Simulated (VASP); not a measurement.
Write the native input for VASP 6.6.1 that does the following.

```yaml
Task: single point
Functional: PBE
Potentials_or_basis: VASP PAW PBE potentials, release 64 (Al, In_d, Sb, N)
Cutoff: 520 eV
k_mesh: 3 × 3 × 2
Occupations: gaussian, width 0.15 eV
Spin: no spin polarisation
Dipole_correction: no
Further_INCAR_settings: ALGO = Normal; EDIFF = 1e-06; NBANDS = 41
```

The structure of AlIn3Sb2N2 lies in POSCAR:

```
AlIn3Sb2N2
1.0
    4.6522406004      0.0000000000      0.0000000000
    0.0000000000      4.6522406004      0.0000000000
    0.0000000000      0.0000000000      8.1758280204
Al In Sb N
1 3 2 2
Direct
    0.5000000000      0.5000000000      0.7334092330
    0.5000000000      0.5000000000      0.2642533217
    0.5000000000      0.0000000000     -0.0258586576
    0.0000000000      0.5000000000     -0.0258586576
    0.5000000000      0.0000000000      0.5411850069
    0.0000000000      0.5000000000      0.5411850069
    0.0000000000      0.0000000000      0.5448994631
    0.0000000000      0.0000000000      1.0031790036
```

One way to write it, as run:

INCAR

```
ALGO     = Normal         # electronic algorithm
EDIFF    = 1E-6           # SCF threshold, eV
ENCUT    = 520            # plane-wave cutoff, eV
GGA      = PE             # functional
ISIF     = 2              # what is computed and relaxed
ISMEAR   = 0              # smearing method
LASPH    = T              # aspherical terms in the spheres
LCHARG   = F              # write CHGCAR
LREAL    = F              # projectors in reciprocal space
LWAVE    = F              # write WAVECAR
NBANDS   = 41             # bands
NELM     = 60             # most SCF steps
PREC     = Accurate       # precision mode
SIGMA    = 0.15           # smearing width, eV
```

KPOINTS

```
k-points
0
Gamma
  3 3 2
```

Potentials or basis: VASP PAW PBE potentials, release 64 (Al, In_d, Sb, N).

Launch:

```console
$ cat potpaw_PBE.64/Al/POTCAR potpaw_PBE.64/In_d/POTCAR potpaw_PBE.64/Sb/POTCAR potpaw_PBE.64/N/POTCAR > POTCAR
$ mpirun -np 1 vasp_std > vasp.out
```

Results of the run:

```
Pressure               : -0.1 GPa
Largest force          : 0.057 eV/Å
Band gap on the k mesh : 0.12 eV, direct
```

Caveat: the k points lie up to 0.45 Å⁻¹ apart; spin-orbit coupling is left out, which moves the levels of the heavy elements.

Run time: 26 s on 1 thread of Intel(R) Xeon(R) 6975P-C (Granite Rapids), on a shared host, peak memory 0.29 GiB.
